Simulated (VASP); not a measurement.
# Re (Fd-3m) in VASP: single point with r2SCAN0

Aim: the single point of Re with r2SCAN0.

Program: VASP 6.6.1. These are calculated values, not measurements. Logs are shortened: lines on timing, memory, paths and dates and some standing lists are left out, and cuts for length are marked.

### Step 1. The cell of the first run

It takes space group Fd-3m (No. 227, cubic). Conventional cell: a = 5.616 Å, b = 5.616 Å, c = 5.616 Å, α = 90.00°, β = 90.00°, γ = 90.00°. Re (site symmetry -43m) has 4 Re at 2.43 Å within 3.2 Å.

This isn't the form of Re at room conditions, which is hcp.

### Step 2. Single point, r2SCAN0

The input, POSCAR:

```
Re
1.0
    0.0000000000      2.8078980586      2.8078980586
    2.8078980586      0.0000000000      2.8078980586
    2.8078980586      2.8078980586      0.0000000000
Re
2
Direct
    0.1250000000      0.1250000000      0.1250000000
    0.8750000000      0.8750000000      0.8750000000
```

The input, INCAR.step1:

```
SYSTEM = Re
PREC     = Accurate       ! precision mode
ENCUT    = 520            ! plane-wave cutoff, eV
EDIFF    = 1E-5           ! SCF threshold, eV
ISMEAR   = -1             ! smearing method
SIGMA    = 0.1            ! smearing width, eV
LREAL    = .False.        ! projectors in reciprocal space
LASPH    = .True.         ! aspherical terms in the spheres
NELM     = 80             ! most SCF steps
ALGO     = Normal         ! electronic algorithm
ISIF     = 2              ! what is computed and relaxed
LWAVE    = .True.         ! write WAVECAR
GGA      = PE             ! functional
NBANDS   = 14             ! bands
```

The input, INCAR.step2:

```
SYSTEM = Re
PREC     = Accurate       ! precision mode
ENCUT    = 520            ! plane-wave cutoff, eV
EDIFF    = 1E-6           ! SCF threshold, eV
ISMEAR   = -1             ! smearing method
SIGMA    = 0.1            ! smearing width, eV
LREAL    = .False.        ! projectors in reciprocal space
LASPH    = .True.         ! aspherical terms in the spheres
NELM     = 80             ! most SCF steps
ALGO     = Normal         ! electronic algorithm
ISIF     = 2              ! what is computed and relaxed
LWAVE    = .False.        ! write WAVECAR
LCHARG   = .True.         ! write CHGCAR
METAGGA  = R2SCAN         ! meta-GGA
LHFCALC  = .True.         ! exact exchange
AEXX     = 0.25           ! exact-exchange fraction
LMIXTAU  = .True.       
PRECFOCK = Normal       
LELF     = .True.         ! ELF
LVHAR    = .True.       
ISTART   = 1            
NBANDS   = 14             ! bands
```

The input, KPOINTS:

```
regular mesh
0
Gamma
  5 5 5
  0 0 0
```

Potentials or basis: VASP PAW PBE potentials, release 64 (Re).

On the command line:

```console
cat potpaw_PBE.64/Re/POTCAR > POTCAR
cp INCAR.step1 INCAR
mpirun -np 1 vasp_std > vasp.out
cp INCAR.step2 INCAR
mpirun -np 1 vasp_std > vasp.out
```

OUTCAR:

```text
SYSTEM = Re
   PREC = Accurate
   ENCUT = 520
   EDIFF = 1E-6
   ISMEAR = -1
   LREAL = .False.
   LASPH = .True.
   NELM = 80
   ISIF = 2
   METAGGA = R2SCAN
   LHFCALC = .True.
   AEXX = 0.25
   PRECFOCK = Normal
   ISTART = 1

 ion  position               nearest neighbor table
   1  0.125  0.125  0.125-   2 2.43   2 2.43   2 2.43   2 2.43
   2  0.875  0.875  0.875-   1 2.43   1 2.43   1 2.43   1 2.43

  LATTYP: Found a face centered cubic cell.
 ALAT       =     5.6157961172

  Lattice vectors:

 A1 = (   0.0000000000,   2.8078980586,   2.8078980586)
 A2 = (   2.8078980586,   0.0000000000,   2.8078980586)
 A3 = (   2.8078980586,   2.8078980586,   0.0000000000)

Analysis of symmetry for initial positions (statically):
=====================================================================
 Subroutine PRICEL returns:
 Original cell was already a primitive cell.

 Routine SETGRP: Setting up the symmetry group for a
 face centered cubic supercell.

 Subroutine GETGRP returns: Found 48 space group operations
 (whereof 12 operations were pure point group operations)
 out of a pool of 48 trial point group operations.

The static configuration has the point symmetry D_3d.
 The point group associated with its full space group is O_h .

Analysis of symmetry for dynamics (positions and initial velocities):
=====================================================================
 Subroutine PRICEL returns:
 Original cell was already a primitive cell.

 Routine SETGRP: Setting up the symmetry group for a
 face centered cubic supercell.

 Subroutine GETGRP returns: Found 48 space group operations
 (whereof 12 operations were pure point group operations)
 out of a pool of 48 trial point group operations.

The dynamic configuration has the point symmetry D_3d.
 The point group associated with its full space group is O_h .

 Subroutine INISYM returns: Found 48 space group operations
 (whereof 12 operations are pure point group operations),
 and found     1 'primitive' translations

----------------------------------------------------------------------------------------

                                     Primitive cell

  volume of cell :      44.2766

  direct lattice vectors                    reciprocal lattice vectors
     0.000000000  2.807898059  2.807898059    -0.178069143  0.178069143  0.178069143
     2.807898059  0.000000000  2.807898059     0.178069143 -0.178069143  0.178069143
     2.807898059  2.807898059  0.000000000     0.178069143  0.178069143 -0.178069143

  length of vectors
     3.970967516  3.970967516  3.970967516     0.308424802  0.308424802  0.308424802

  position of ions in fractional coordinates (direct lattice)
[... 86 lines left out ...]
  Fermi-wavevector in a.u.,A,eV,Ry     =   1.115303  2.107617 16.924295  1.243901
  Thomas-Fermi vector in A             =   2.251906
   LORBIT       =      0    0 simple, 1 ext, 2 COOP (PROOUT), +10 PAW based schemes
   METAGGA = R2SCAN    functional components
   LHFCALC =     T    Hartree Fock is set to
   PRECFOCK=normal    Normal, Fast or Accurate (Low or Medium for compatibility)
   ENCUT4O =  -1.0   cutoff for four orbital integrals eV
   NKREDX  =     1    reduce k-point grid by
   NKREDY  =     1    reduce k-point grid by
   NKREDZ  =     1    reduce k-point grid by
   AEXX    =    0.2500 exact exchange contribution
   HFSCREEN=    0.0000 screening length (either q_TF or 0.3 A-1)
   HFSCREENC=   0.0000 screening length for correlation (either q_TF or 0.3 A-1)
   ENCUTFOCK=  -1.0 apply spherical cutoff to Coloumb kernel
   IVDW    =     0    specifies the selected vdW correction
   LEPSILON=     F    determine dielectric tensor
   LRPA    =     F    only Hartree local field effects (RPA)
 non-spin polarized calculation
  energy-cutoff  :      520.00
  volume of cell :       44.28
 maximum number of plane-waves:      1243
 NGX is ok and might be reduce to    30
  NGX = 24; NGY = 24; NGZ = 24

 number of electron      14.0000013 magnetization

 Free energy of the ion-electron system (eV)
  ---------------------------------------------------
  ext. energy  EPLUGINS =         0.00000000
  ---------------------------------------------------
  free energy    TOTEN  =       -88.80094730 eV

  energy without entropy =      -88.79374999  energy(sigma->0) =      -88.79734864

 E-fermi :   3.2602     XC(G=0):  -9.3082

 val. band max:        2.7730902786   @ k =   0.2000   0.0000   0.0000
 cond. band min:       3.4967221469   @ k =  -0.4000   0.4000   0.0000
 fundamental gap:      0.7236318683
 Fermi energy:         3.2601971746

 k-point     1 :       0.0000    0.0000    0.0000
  band No.  band energies     occupation
      1      -5.2290      2.00000
      2      -0.9193      2.00000
      3      -0.9193      2.00000
      4      -0.3404      2.00000
      5      -0.3404      2.00000
      6      -0.3404      2.00000
      7       4.4173      0.00002
      8       4.4173      0.00002
      9       4.4173      0.00002
     10       8.7374      0.00000
     11       8.7375      0.00000
     12      16.3819      0.00000
     13      16.4277      0.00000
     14      17.7426      0.00000
[... 139 lines left out ...]
      1      -1.8917      2.00000
      2      -1.8349      2.00000
      3      -0.9452      2.00000
      4      -0.3024      2.00000
      5       0.8422      2.00000
      6       1.3537      2.00000
      7       1.6077      2.00000
      8       4.0719      0.00060
      9       6.5366      0.00000
     10       7.1540      0.00000
     11       8.6351      0.00000
     12       9.2350      0.00000
     13       9.9187      0.00000
     14      10.9549      0.00000

------------------------ aborting loop because EDIFF is reached ----------------------------------------

  FORCE on cell =-STRESS in cart. coord.  units (eV):
  Direction    XX          YY          ZZ          XY          YZ          ZX
  --------------------------------------------------------------------------------------
  -------------------------------------------------------------------------------------
  Total       -2.2821540     -2.2821540     -2.2821540     -0.0000000      0.0000000     -0.0000000
  in kB      -82.5812619    -82.5812619    -82.5812619     -0.0000000      0.0000000     -0.0000000
  external PRESSURE =     -82.5812619 kB  Pullay stress =       0.0000000 kB

 VOLUME and BASIS-vectors are now :
 -----------------------------------------------------------------------------
  energy-cutoff  :      520.00
  volume of cell :       44.28
      direct lattice vectors                 reciprocal lattice vectors
     0.000000000  2.807898059  2.807898059    -0.178069143  0.178069143  0.178069143
     2.807898059  0.000000000  2.807898059     0.178069143 -0.178069143  0.178069143
     2.807898059  2.807898059  0.000000000     0.178069143  0.178069143 -0.178069143

 POSITION                                       TOTAL-FORCE (eV/Angst)
 -----------------------------------------------------------------------------------
      0.70197      0.70197      0.70197        -0.000000     -0.000000     -0.000000
      4.91382      4.91382      4.91382         0.000000      0.000000      0.000000
 -----------------------------------------------------------------------------------
    total drift:                               -0.000001      0.000005     -0.000002

  FREE ENERGIE OF THE ION-ELECTRON SYSTEM (eV)
  ---------------------------------------------------
  free  energy   TOTEN  =       -88.8009472998 eV

  energy  without entropy=      -88.7937499866  energy(sigma->0) =      -88.79734864
```

OUTCAR.step1:

```text
SYSTEM = Re
   PREC = Accurate
   ENCUT = 520
   EDIFF = 1E-5
   ISMEAR = -1
   LREAL = .False.
[... 377 lines left out ...]
      0.70197      0.70197      0.70197        -0.000000     -0.000000     -0.000000
      4.91382      4.91382      4.91382         0.000000      0.000000      0.000000
 -----------------------------------------------------------------------------------
    total drift:                               -0.000000      0.000000      0.000000

  FREE ENERGIE OF THE ION-ELECTRON SYSTEM (eV)
  ---------------------------------------------------
  free  energy   TOTEN  =       -21.7451817476 eV

  energy  without entropy=      -21.6844443297  energy(sigma->0) =      -21.71481304
```

Run time: 17 min. Hardware: 1 thread of Intel Xeon Platinum 8488C (Sapphire Rapids), shared host; peak memory 0.18 GiB.

What came out:

```yaml
Free_energy: -88.8009 eV
Pressure: -8.3 GPa
Band_gap_on_the_k_mesh: zero (bands 7 and 8 overlap by 0.92 eV)
```

Levels at points of the mesh, in eV from the Fermi level:
```
           k point  band 4  band 5  band 6  band 7  band 8  band 9  band 10  band 11
(0.00, 0.00, 0.00)   -3.60   -3.60   -3.60    1.16    1.16    1.16     5.48     5.48
```

Caveat: the k points lie up to 0.39 Å⁻¹ apart, too coarse for converged energies and pressures of a metal; the PAW data sets were made with another functional, which shifts forces and pressure a little; spin-orbit coupling is left out, which moves the levels of the heavy elements.
